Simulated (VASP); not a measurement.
# P (Pm-3m) in VASP: a series of runs

The runs below take P through single point, with PBE+D3(BJ).

Program: VASP 6.6.1. These are calculated values, not measurements. Logs are shortened: lines on timing, memory, paths and dates and some standing lists are left out, and cuts for length are marked.

### 1 The cell of the first run

The structure is cubic, space group Pm-3m (No. 221). Conventional cell: a = 2.431 Å, b = 2.431 Å, c = 2.431 Å, α = 90.00°, β = 90.00°, γ = 90.00°. Within 3.2 Å of P (site symmetry m-3m) lie 6 P at 2.43 Å.

### 2 Single point, PBE+D3(BJ) (volume scaled by 1.03, then relaxed in part)

INCAR

```
SYSTEM = P
  PREC = Accurate
  ENCUT = 520
  EDIFF = 1E-7
  ISMEAR = 0
  SIGMA = 0.1
  LREAL = .False.
  LASPH = .True.
  NELM = 60
  ALGO = Normal
  ISIF = 2
  LWAVE = .False.
  LCHARG = .False.
  GGA = PE
  IVDW = 12
  NBANDS = 8
```

KPOINTS

```
regular mesh
0
Gamma
  18 18 18
  0 0 0
```

POSCAR

```
P
1.0
    2.4310960750      0.0000000000      0.0000000000
    0.0000000000      2.4310960750      0.0000000000
    0.0000000000      0.0000000000      2.4312054915
P
1
Direct
    0.0000000000      0.0000000000      0.0000000000
```

Potentials or basis: VASP PAW PBE potentials, release 64 (P).

On the command line:

```sh
cat potpaw_PBE.64/P/POTCAR > POTCAR
mpirun -np 1 vasp_std > vasp.out
```

OUTCAR:

```text
SYSTEM = P
   PREC = Accurate
   ENCUT = 520
   EDIFF = 1E-7
   ISMEAR = 0
   LREAL = .False.
   LASPH = .True.
   NELM = 60
   ISIF = 2
   GGA = PE
   IVDW = 12
 IVDW          = 12

 ion  position               nearest neighbor table
   1  0.000  0.000  0.000-

  LATTYP: Found a simple tetragonal cell.
 ALAT       =     2.4310960750
 C/A-ratio  =     1.0000450071

  Lattice vectors:

 A1 = (   2.4310960750,   0.0000000000,   0.0000000000)
 A2 = (   0.0000000000,   2.4310960750,   0.0000000000)
 A3 = (   0.0000000000,   0.0000000000,   2.4312054915)

Analysis of symmetry for initial positions (statically):
=====================================================================
 Subroutine PRICEL returns:
 Original cell was already a primitive cell.

 Routine SETGRP: Setting up the symmetry group for a
 simple tetragonal supercell.

 Subroutine GETGRP returns: Found 16 space group operations
 (whereof 16 operations were pure point group operations)
 out of a pool of 16 trial point group operations.

The static configuration has the point symmetry D_4h.

Analysis of symmetry for dynamics (positions and initial velocities):
=====================================================================
 Subroutine PRICEL returns:
 Original cell was already a primitive cell.

 Routine SETGRP: Setting up the symmetry group for a
 simple tetragonal supercell.

 Subroutine GETGRP returns: Found 16 space group operations
 (whereof 16 operations were pure point group operations)
 out of a pool of 16 trial point group operations.

The dynamic configuration has the point symmetry D_4h.

 Subroutine INISYM returns: Found 16 space group operations
 (whereof 16 operations are pure point group operations),
 and found     1 'primitive' translations

----------------------------------------------------------------------------------------

                                     Primitive cell

  volume of cell :      14.3690

  direct lattice vectors                    reciprocal lattice vectors
     2.431096075  0.000000000  0.000000000     0.411337096  0.000000000  0.000000000
     0.000000000  2.431096075  0.000000000     0.000000000  0.411337096  0.000000000
     0.000000000  0.000000000  2.431205492     0.000000000  0.000000000  0.411318584

  length of vectors
     2.431096075  2.431096075  2.431205492     0.411337096  0.411337096  0.411318584

  position of ions in fractional coordinates (direct lattice)
     0.000000000  0.000000000  0.000000000

  ion indices of the primitive-cell ions
   primitive index   ion index
                 1           1

----------------------------------------------------------------------------------------

 KPOINTS: regular mesh

Automatic generation of k-mesh.
 Grid dimensions read from file:
 generate k-points for:   18   18   18

 Generating k-lattice:

  Cartesian coordinates                     Fractional coordinates (reciprocal lattice)
     0.022852061  0.000000000  0.000000000     0.055555556  0.000000000  0.000000000
     0.000000000  0.022852061  0.000000000     0.000000000  0.055555556  0.000000000
     0.000000000  0.000000000  0.022851032     0.000000000  0.000000000  0.055555556

  Length of vectors
     0.022852061  0.022852061  0.022851032

  Shift w.r.t. Gamma in fractional coordinates (k-lattice)
     0.000000000  0.000000000  0.000000000

 Subroutine IBZKPT returns following result:
 ===========================================

 Found    550 irreducible k-points:

 Following reciprocal coordinates:
            Coordinates               Weight
  0.000000  0.000000  0.000000      1.000000
  0.055556  0.000000  0.000000      4.000000
  0.111111  0.000000  0.000000      4.000000
  0.166667  0.000000  0.000000      4.000000
  0.222222  0.000000  0.000000      4.000000
  0.277778  0.000000  0.000000      4.000000
[... 16 lines left out ...]
  0.277778  0.111111  0.000000      8.000000
  0.333333  0.111111  0.000000      8.000000
 [... further k-points ...]
   k-points           NKPTS =    550   k-points in BZ     NKDIM =    550   number of bands    NBANDS=      8
   number of dos      NEDOS =    301   number of ions     NIONS =      1
   total plane-waves  NPLWV =   5832
   dimension x,y,z NGX =    18 NGY =   18 NGZ =   18
   dimension x,y,z NGXF=    36 NGYF=   36 NGZF=   36
   ions per type =               1
   NGX,Y,Z   is equivalent  to a cutoff of  12.31, 12.31, 12.31 a.u.
   NGXF,Y,Z  is equivalent  to a cutoff of  24.62, 24.62, 24.62 a.u.
 SYSTEM =  P
   PREC   = accura    normal or accurate (medium, high low for compatibility)
   ISTART =      0    job   : 0-new  1-cont  2-samecut
   ICHARG =      2    charge: 1-file 2-atom 10-const
   ISPIN  =      1    spin polarized calculation?
   LNONCOLLINEAR =      F non collinear calculations
   LSORBIT =      F    spin-orbit coupling
   LASPH  =      T    aspherical Exc in radial PAW
   ENCUT  =  520.0 eV  38.22 Ry    6.18 a.u.   4.52  4.52  4.52*2*pi/ulx,y,z
   NELM   =     60;   NELMIN=  2; NELMDL= -5     # of ELM steps
   EDIFF  = 0.1E-06   stopping-criterion for ELM
   LREAL  =      F    real-space projection
   EDIFFG = 0.1E-05   stopping-criterion for IOM
   NSW    =      0    number of steps for IOM
   IBRION =     -1    ionic relax: 0-MD 1-quasi-New 2-CG
   NFREE  =      0    steps in history (QN), initial steepest desc. (CG)
   ISIF   =      2    stress and relaxation
   ISYM   =      2    0-nonsym 1-usesym 2-fastsym
   POTIM  = 0.5000    time-step for ionic-motion
   TEBEG  =    0.0;   TEEND  =   0.0 temperature during run
   PSTRESS=    0.0 pullay stress
   NELECT =       5.0000    total number of electrons
   NUPDOWN=      -1.0000    fix difference up-down
   EMIN   =  10.00;   EMAX   =-10.00  energy-range for DOS
   EFERMI =   0.00;   METHOD = LEGACY
   ISMEAR =     0;   SIGMA  =   0.10  broadening in eV -4-tet -1-fermi 0-gaus
   EFERMI_NEDOS =   21; number of points for ismear=-14 and -15
   IALGO  =     38    algorithm
   IMIX   =      4    mixing-type and parameters
     AMIX     =   0.40;   BMIX     =  1.00
     AMIX_MAG =   1.60;   BMIX_MAG =  1.00
  volume/ion in A,a.u.               =      14.37        96.97
  Fermi-wavevector in a.u.,A,eV,Ry     =   1.151479  2.175981 18.040032  1.325905
  Thomas-Fermi vector in A             =   2.288137
   LORBIT       =      0    0 simple, 1 ext, 2 COOP (PROOUT), +10 PAW based schemes
   GGA     = PE    functional components
   LHFCALC =     F    Hartree Fock is set to
   AEXX    =    0.0000 exact exchange contribution
   IVDW    =    12    specifies the selected vdW correction
   LEPSILON=     F    determine dielectric tensor
   LRPA    =     F    only Hartree local field effects (RPA)
 non-spin polarized calculation
 Gauss-broadening in eV      SIGMA  =   0.10
  energy-cutoff  :      520.00
  volume of cell :       14.37
 maximum number of plane-waves:       402
   NGX =  9   NGY =  9   NGZ =  9

 number of electron       4.9999998 magnetization

 Free energy of the ion-electron system (eV)
  ---------------------------------------------------
  ext. energy  EPLUGINS =         0.00000000
  ---------------------------------------------------
  free energy    TOTEN  =        -5.26433818 eV

  energy without entropy =       -5.26208828  energy(sigma->0) =       -5.26321323

 E-fermi :   9.7468     XC(G=0): -11.3375

 val. band max:        9.7421510344   @ k =   0.1667   0.1111   0.0556
 cond. band min:       9.7552960115   @ k =   0.4444   0.4444   0.4444
 fundamental gap:      0.0131449770
 Fermi energy:         9.7467520243

 k-point     1 :       0.0000    0.0000    0.0000
  band No.  band energies     occupation
      1      -6.8030      2.00000
      2      14.9236      0.00000
      3      14.9255      0.00000
      4      14.9255      0.00000
      5      16.6190      0.00000
      6      16.6195      0.00000
      7      24.2752      0.00000
      8      34.4346      0.00000

 k-point     2 :       0.0556    0.0000    0.0000
  band No.  band energies     occupation
      1      -6.7317      2.00000
      2      13.5201      0.00000
      3      14.9799      0.00000
      4      14.9818      0.00000
      5      16.6760      0.00000
      6      17.9393      0.00000
      7      24.5184      0.00000
      8      33.8793      0.00000

 k-point     3 :       0.1111    0.0000    0.0000
  band No.  band energies     occupation
      1      -6.5186      2.00000
      2      11.5236      0.00000
      3      15.1474      0.00000
      4      15.1493      0.00000
      5      16.8441      0.00000
      6      19.6280      0.00000
      7      25.2864      0.00000
      8      32.5645      0.00000

 k-point     4 :       0.1667    0.0000    0.0000
  band No.  band energies     occupation
      1      -6.1656      2.00000
      2       9.5355      1.99719
      3      15.4217      0.00000
      4      15.4236      0.00000
      5      17.1162      0.00000
      6      21.0206      0.00000
      7      26.5956      0.00000
      8      30.9712      0.00000

 k-point     5 :       0.2222    0.0000    0.0000
  band No.  band energies     occupation
      1      -5.6770      2.00000
      2       7.6267      2.00000
      3      15.7940      0.00000
      4      15.7959      0.00000
      5      17.4782      0.00000
      6      22.1282      0.00000
      7      28.2288      0.00000
      8      29.3486      0.00000
[... 177 lines left out ...]
 k-point    22 :       0.2222    0.1111    0.0000
  band No.  band energies     occupation
      1      -5.3934      2.00000
      2       7.8443      2.00000
      3      12.6321      0.00000
      4      16.0145      0.00000
      5      19.4726      0.00000
      6      23.7308      0.00000
      7      26.4106      0.00000
      8      29.3548      0.00000

 k-point    23 :       0.2778    0.1111    0.0000
  band No.  band energies     occupation
      1      -4.7773      2.00000
      2       6.0701      2.00000
      3      13.1030      0.00000
      4      16.4664      0.00000
      5      19.9540      0.00000
      6      24.0351      0.00000
      7      25.8002      0.00000
      8      28.0172      0.00000

 k-point    24 :       0.3333    0.1111    0.0000
  band No.  band energies     occupation
      1      -4.0498      2.00000
      2       4.4262      2.00000
      3      13.6408      0.00000
      4      16.9688      0.00000
      5      20.4482      0.00000
      6      23.1953      0.00000
      7      26.1864      0.00000
      8      26.6509      0.00000

 [... further k-points ...]

------------------------ aborting loop because EDIFF is reached ----------------------------------------

 Edisp (eV)   -0.49170

 E8    (eV) :    -0.1859

  FORCE on cell =-STRESS in cart. coord.  units (eV):
  Direction    XX          YY          ZZ          XY          YZ          ZX
  --------------------------------------------------------------------------------------
  -------------------------------------------------------------------------------------
  Total      -0.30634    -0.30634    -0.30668     0.00000     0.00000     0.00000
  in kB     -34.15733   -34.15733   -34.19595     0.00000     0.00000     0.00000
  external pressure =      -34.17 kB  Pullay stress =        0.00 kB

 VOLUME and BASIS-vectors are now :
 -----------------------------------------------------------------------------
  energy-cutoff  :      520.00
  volume of cell :       14.37
      direct lattice vectors                 reciprocal lattice vectors
     2.431096075  0.000000000  0.000000000     0.411337096  0.000000000  0.000000000
     0.000000000  2.431096075  0.000000000     0.000000000  0.411337096  0.000000000
     0.000000000  0.000000000  2.431205492     0.000000000  0.000000000  0.411318584

 POSITION                                       TOTAL-FORCE (eV/Angst)
 -----------------------------------------------------------------------------------
      0.00000      0.00000      0.00000         0.000000      0.000000      0.000000
 -----------------------------------------------------------------------------------
    total drift:                                0.000000      0.000000      0.000000

  FREE ENERGIE OF THE ION-ELECTRON SYSTEM (eV)
  ---------------------------------------------------
  free  energy   TOTEN  =        -5.7560378558 eV

  energy  without entropy=       -5.7537879567  energy(sigma->0) =       -5.75491291
```

Run time: 35 s. Hardware: 1 thread of Intel Xeon Platinum 8375C at 2.90GHz (Ice Lake), shared host; peak memory 0.16 GiB.

Results:

```
Free energy                : -5.7560 eV
Pressure                   : -3.4 GPa
Dispersion energy per atom : -0.492 eV
```

Caveat: pairwise dispersion overbinds metals, which lowers pressure and volume.

### 3 Single point, PBE+D3(BJ) (volume scaled by 1.06, then relaxed in part)

INCAR

```
SYSTEM = P
PREC = Accurate
ENCUT = 520
EDIFF = 1E-7
ISMEAR = 0
SIGMA = 0.1
LREAL = .False.
LASPH = .True.
NELM = 100
ALGO = Normal
ISIF = 2
LWAVE = .False.
LCHARG = .False.
GGA = PE
IVDW = 12
NBANDS = 8
```

KPOINTS

```
Automatic mesh
0
Gamma
  18 18 18
  0 0 0
```

POSCAR

```
P
1.0
    2.4544734329      0.0000000000      0.0000000000
    0.0000000000      2.4544734329      0.0000000000
    0.0000000000      0.0000000000      2.4545839015
P
1
Direct
    0.0000000000      0.0000000000      0.0000000000
```

Potentials or basis: VASP PAW PBE potentials, release 64 (P).

On the command line:

```sh
cat potpaw_PBE.64/P/POTCAR > POTCAR
mpirun -np 1 vasp_std > vasp.out
```

It took 33 s on 1 thread of Intel Xeon Platinum 8375C at 2.90GHz (Ice Lake), shared host; peak memory 0.17 GiB.

It converged, with:

| Item | Value |
| --- | --- |
| Free energy | -5.7433 eV |
| Pressure | -6.4 GPa |
| Dispersion energy per atom | -0.478 eV |

Levels at points of the mesh, in eV from the Fermi level:
```tsv
k point	band 1	band 2	band 3	band 4	band 5	band 6
(0.00, 0.00, 0.00)	-16.26	5.01	5.01	5.01	6.90	6.91
(0.50, 0.00, 0.00)	-12.02	-8.45	7.77	7.77	9.43	14.38
(0.50, 0.50, 0.00)	-7.43	-5.12	-5.12	1.17	10.31	16.87
(0.00, 0.00, 0.50)	-12.02	-8.45	7.77	7.77	9.43	14.38
(0.50, 0.00, 0.50)	-7.43	-5.12	-5.12	1.17	10.31	16.87
(0.50, 0.50, 0.50)	-2.09	-2.09	-2.09	-1.76	4.81	4.81
```

Caveat: pairwise dispersion overbinds metals, which lowers pressure and volume.

### 4 Single point, PBE+D3(BJ) (volume scaled by 1.10, then relaxed in part)

INCAR

```
PREC = Accurate ; ENCUT = 520
EDIFF = 1E-6 ; ISMEAR = 0
SIGMA = 0.1 ; LREAL = False
LASPH = True ; NELM = 80
ALGO = Normal ; ISIF = 2
LWAVE = False ; LCHARG = True
GGA = PE ; IVDW = 12
LELF = True ; LVHAR = True
NBANDS = 8
```

KPOINTS

```
regular mesh
0
Gamma
  18 18 18
```

POSCAR

```
P
1.0
    2.4849669041      0.0000000000      0.0000000000
    0.0000000000      2.4849669041      0.0000000000
    0.0000000000      0.0000000000      2.4850787451
P
1
Direct
    0.0000000000      0.0000000000      0.0000000000
```

On the command line:

```sh
cat potpaw_PBE.64/P/POTCAR > POTCAR
mpirun -np 1 vasp_std > vasp.out
```

It took 32 s on 1 thread of Intel Xeon Platinum 8375C at 2.90GHz (Ice Lake), shared host; peak memory 0.17 GiB.

The run converged. Its results:

```
Free energy                : -5.7150 eV
Pressure                   : -9.8 GPa
Dispersion energy per atom : -0.460 eV
```

Levels at points of the mesh, in eV from the Fermi level:
```csv
k point,band 1,band 2,band 3,band 4,band 5,band 6
"(0.00, 0.00, 0.00)",-15.91,4.80,4.80,4.80,6.94,6.94
"(0.50, 0.00, 0.00)",-11.86,-8.15,7.41,7.41,9.39,14.22
"(0.50, 0.50, 0.00)",-7.49,-4.95,-4.95,1.38,9.80,16.56
"(0.00, 0.00, 0.50)",-11.86,-8.15,7.41,7.41,9.39,14.22
"(0.50, 0.00, 0.50)",-7.49,-4.95,-4.95,1.38,9.80,16.56
"(0.50, 0.50, 0.50)",-2.17,-2.06,-2.06,-2.05,4.92,4.92
```

Caveat: pairwise dispersion overbinds metals, which lowers pressure and volume.

(Part 1 of 2 ends here.)
